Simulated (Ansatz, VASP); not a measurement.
**One calculation of LiNbO3, two programs**

INCAR

```
  PREC = Accurate
  ENCUT = 520
  EDIFF = 1E-6
  ISMEAR = 0
  SIGMA = 0.05
  LREAL = F
  LASPH = T
  NELM = 100
  ALGO = Normal
  ISIF = 2
  LWAVE = F
  LCHARG = F
  GGA = PE
  NBANDS = 45
```

File KPOINTS:

```
Automatic mesh
0
Gamma
  6 6 6
```

POSCAR

```
LiNbO3
1.0
    2.5802140903      1.4896872996      4.4986892735
   -2.5802140903      1.4896872996      4.4986892735
    0.0000000000     -2.9793745991      4.4986892735
Li Nb O
2 2 6
Direct
    0.2815913687      0.2815913687      0.2815913687
    0.7815913687      0.7815913687      0.7815913687
    0.0004900497      0.0004900497      0.0004900497
    0.5004900497      0.5004900497      0.5004900497
    0.1104619503      0.3580262714      0.7211003599
    0.7211003599      0.1104619503      0.3580262714
    0.3580262714      0.7211003599      0.1104619503
    0.2211003599      0.8580262714      0.6104619503
    0.8580262714      0.6104619503      0.2211003599
    0.6104619503      0.2211003599      0.8580262714
```

Input for Ansatz:

```yaml
crystal:
  lattice:
    - [2.5802140903, 1.4896872996, 4.4986892735]
    - [-2.5802140903, 1.4896872996, 4.4986892735]
    - [0.0, -2.9793745991, 4.4986892735]
  atoms:
    - { symbol: Li, position: [0.2815913687, 0.2815913687, 0.2815913687] }
    - { symbol: Li, position: [0.7815913687, 0.7815913687, 0.7815913687] }
    - { symbol: Nb, position: [0.0004900497, 0.0004900497, 0.0004900497] }
    - { symbol: Nb, position: [0.5004900497, 0.5004900497, 0.5004900497] }
    - { symbol: O, position: [0.1104619503, 0.3580262714, 0.7211003599] }
    - { symbol: O, position: [0.7211003599, 0.1104619503, 0.3580262714] }
    - { symbol: O, position: [0.3580262714, 0.7211003599, 0.1104619503] }
    - { symbol: O, position: [0.2211003599, 0.8580262714, 0.6104619503] }
    - { symbol: O, position: [0.8580262714, 0.6104619503, 0.2211003599] }
    - { symbol: O, position: [0.6104619503, 0.2211003599, 0.8580262714] }
basis:
  ecutwfc: 520.0
kpoints:
  mp_grid: { grid: [6, 6, 6] }
hamiltonian:
  xc: pbe
  pseudopotentials: { kind: paw, azcp: { folder: soft_1 } }
scf:
  occupations: { method: gaussian, width: 0.05 }
output:
  forces: true
  stress: true
  eigenvalues: true
  write_density: true
  write_potential: true
  elf: true
  volumetric_format: npy
```

Alike in both runs: task single point; functional PBE; k mesh 6 × 6 × 6; occupations gaussian, width 0.05 eV; no spin polarisation.

|  | VASP | Ansatz |
| --- | --- | --- |
| version | VASP 6.6.1 | Ansatz 0.2.0 |
| potentials or method | VASP PAW PBE potentials, release 64 (Li_sv, Nb_sv, O), cutoff 520 eV | scalar-relativistic, plane waves, PAW |
| valence electrons in the cell | 68 | 68 |

Ansatz gave:

| Property | Result |
| --- | --- |
| gap on the k mesh at the Fermi level (eV) | 3.77 |
| least direct gap on the mesh (eV) | 3.82 |
| rms of the force components (eV/Å) | 0.277 |

Question: Which values does VASP return?

Answer: gap on the k mesh at the Fermi level (eV): 3.75; least direct gap on the mesh (eV): 3.81; rms of the force components (eV/Å): 0.281.

Atom by atom the forces differ by 0.014 eV/Å (rms over components). With one functional, cell and mesh, what is left measures potentials, basis and numerics.

Noted on VASP's run: the cutoff is under 1.25 times that of the potentials, so the pressure is a little rough.
